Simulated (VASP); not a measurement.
Runs of VASP 6.6.1 on C. The structure is that of space group R-3m (No. 166), or close to it. The cells are those of the table. 

| task | level | potentials or basis | cell | cutoff (eV) | second run | gap on the mesh (eV) | pressure (GPa) | relaxed volume (Å³/atom) | largest force (eV/Å) |
| --- | --- | --- | --- | --- | --- | --- | --- | --- | --- |
| single point | LDA | VASP PAW LDA potentials, release 64 (C) | a = 2.444, b = 2.444, c = 3.620 Å, angles 109.2, 109.2, 60.1°, 2 atoms | 520 | - | 0.51 | 0.8 | - | - |
| relaxation of cell and atoms | LDA | VASP PAW LDA potentials, release 64 (C_h) | relaxed from a = 2.456, b = 2.456, c = 3.765 Å, angles 108.5, 108.5, 60.0°, 2 atoms | 910 | hard_potentials | (b) | 0.0 | 8.54 | 0.04 |
| single point | BLYP+D3(BJ) | VASP PAW PBE potentials, release 64 (C) | a = 2.469, b = 2.469, c = 3.564 Å, angles 109.7, 109.7, 60.1°, 2 atoms | 520 | - | 0.40 | 0.4 | - | - |
| single point | PBEsol+D3(BJ) | VASP PAW PBE potentials, release 64 (C) | a = 2.457, b = 2.457, c = 3.584 Å, angles 109.5, 109.5, 60.1°, 2 atoms | 520 | - | 0.44 | 0.7 | - | - |
| relaxation of cell and atoms | LDA | VASP PAW LDA potentials, release 64 (C) | relaxed from a = 2.456, b = 2.456, c = 3.765 Å, angles 108.5, 108.5, 60.0°, 2 atoms | 600 | - | 0.43 | -0.1 | (a) | 0.02 |

Alike in all rows: no spin polarisation; k mesh 8 × 8 × 5, shifted; smearing fermi-dirac 0.1 eV.

Task: Fill in the values left out.

Result: (a) 8.52; (b) 0.42.

Caveats: the relaxation stopped at a loose force limit of 0.05 eV/Å, so its end isn't a converged minimum (some runs); the PAW data sets were made with another functional, which shifts forces and pressure a little (some runs); the cutoff is under 1.25 times the usual one of these potentials, so pressure, stress and relaxed cells hold a basis-set (Pulay) error (some runs).

A k mesh can miss the band edges.
